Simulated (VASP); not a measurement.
Wanted: the native input for a VASP 6.6.1 run.

```
Task                   : single point
Functional             : PBE
Potentials or basis    : VASP PAW PBE potentials, release 64 (Zn, Sn_d, N)
Cutoff                 : 520 eV
k mesh                 : 6 × 6 × 6
Occupations            : gaussian, width 0.1 eV
Spin                   : no spin polarisation
Dipole correction      : no
Further INCAR settings : ALGO = Normal; EDIFF = 1e-06; NBANDS = 33
```

The structure of ZnSn2N2 lies in POSCAR:

```
ZnSn2N2
1.0
    2.7380574300      1.5808181900      4.0980445600
   -2.7380574300      1.5808181900      4.0980445600
    0.0000000000     -3.1616363900      4.0980445600
Zn Sn N
1 2 2
Direct
    0.0000000000      0.0000000000      0.0000000000
    0.7853149100      0.7853149100      0.7853149100
    0.2146850900      0.2146850900      0.2146850900
    0.5499794400      0.5499794400      0.5499794400
    0.4500205600      0.4500205600      0.4500205600
```

The cell was generated, and may not be a known phase.

The input as run:

INCAR

```
SYSTEM = ZnSn2N2
PREC = Accurate
ENCUT = 520
EDIFF = 1E-6
ISMEAR = 0
SIGMA = 0.1
LREAL = .False.
LASPH = .True.
NELM = 80
ALGO = Normal
ISIF = 2
LWAVE = .False.
LCHARG = .False.
GGA = PE
NBANDS = 33
```

KPOINTS

```
Automatic mesh
0
Gamma
  6 6 6
  0 0 0
```

Potentials or basis: VASP PAW PBE potentials, release 64 (Zn, Sn_d, N).

Run with:

```bash
$ cat potpaw_PBE.64/Zn/POTCAR potpaw_PBE.64/Sn_d/POTCAR potpaw_PBE.64/N/POTCAR > POTCAR
$ mpirun -np 1 vasp_std > vasp.out
```

Results of the run:

The pressure is -4.1 GPa and the largest force is 7.375 eV/Å. The band gap on the k mesh is zero (bands 25 and 26 overlap by 0.30 eV).

Caveat: the standard files for N, O and F lose accuracy on very short bonds; the cell stands under tension; semilocal functionals underestimate gaps, and a narrow one can read as zero; spin-orbit coupling is left out, which moves the levels of the heavy elements; forces of over 1 eV/Å act on the atoms, so gaps and moduli don't describe the material at rest.

Wall time 110 s on 1 thread of Intel(R) Xeon(R) Platinum 8488C (Sapphire Rapids), on a shared host, peak memory 0.3 GiB.
